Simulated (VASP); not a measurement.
LaNi2Ge2:

```
CELL_PARAMETERS angstrom
-2.09300 2.09300 4.95200
2.09300 -2.09300 4.95200
2.09300 2.09300 -4.95200
ATOMIC_POSITIONS crystal
La 0.00000 0.00000 0.00000
Ni 0.75000 0.25000 0.50000
Ni 0.25000 0.75000 0.50000
Ge 0.36800 0.36800 0.00000
Ge 0.63200 0.63200 0.00000
```

| Quantity | Value |
| --- | --- |
| Program | VASP 6.6.1 |
| Task | relaxation of cell and atoms |
| Functional | LDA |
| Potentials or basis | VASP PAW LDA potentials, release 64 (La, Ni, Ge_d) |
| Cutoff | 600 eV |
| k mesh | 16 × 16 × 16 |
| Occupations | gaussian, width 0.05 eV |
| Spin | no spin polarisation |

At the start: pressure -6.9 GPa; volume 17.35 Å³/atom.

How do energy, volume and symmetry change on relaxing?

Over 10 steps the energy falls by 23.8 meV/atom and the volume is 16.45 Å³/atom (-5.2 %); space group I4/mmm (No. 139, to 0.1 Å) before and after.

The path:
| step | energy change (eV) | largest force (eV/Å) | pressure (GPa) | volume (Å³) |
| --- | --- | --- | --- | --- |
| 1 | 0.0000 | 0.5288 | -6.88 | 86.77 |
| 2 | -0.0024 | 0.2608 | 8.69 | 77.75 |
| 3 | -0.1149 | 0.1779 | 0.05 | 82.04 |
| 4 | -0.1149 | 0.1697 | 0.21 | 81.95 |
| 5 | -0.1175 | 0.0926 | 0.14 | 82.05 |
| 6 | -0.1189 | 0.0039 | 0.08 | 82.18 |
| 7 | -0.1189 | 0.0147 | 0.10 | 82.19 |
| 8 | -0.1189 | 0.0034 | -0.16 | 82.34 |
| 9 | -0.1190 | 0.0026 | -0.08 | 82.29 |
| 10 | -0.1190 | 0.0016 | -0.03 | 82.25 |

Final structure:
```xyz
5
Lattice="-2.0609 2.0609 4.8412 2.0609 -2.0609 4.8412 2.0609 2.0609 -4.8412" Properties=species:S:1:pos:R:3 pbc="T T T"
La    2.0609    2.0609   -4.8412
Ni    0.0000    2.0609    2.4206
Ni    2.0609    0.0000    2.4206
Ge    0.0000    0.0000    3.5327
Ge    0.0000    0.0000    6.1498
```
